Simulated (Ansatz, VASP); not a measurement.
**SnO: VASP beside Ansatz**

```
CELL_PARAMETERS angstrom
0.00000 2.72176 2.72176
2.72176 0.00000 2.72176
2.72176 2.72176 0.00000
ATOMIC_POSITIONS crystal
Sn 0.00000 0.00000 0.00000
O 0.25000 0.25000 0.25000
```

Change from the starting cell: hydrostatic strain +0.5%.

Alike in both runs: task single point; functional PBE; k mesh 8 × 8 × 8; occupations fermi-dirac, width 0.02 eV; no spin polarisation.

|  | VASP | Ansatz |
| --- | --- | --- |
| version | VASP 6.6.1 | Ansatz 0.2.0 |
| potentials or method | VASP PAW PBE potentials, release 64 (Sn_d, O) | plane waves, PAW |
| plane-wave cutoff (eV) | 520 | 420 |
| valence electrons in the cell | 20 | 20 |

Ansatz gave:

```
pressure (GPa) : 1.4
```

Problem. Estimate VASP's values.

Solution. Pressure (GPa): 1.5.

The functional is the same, so the differences come from potentials, cutoffs and numerics.
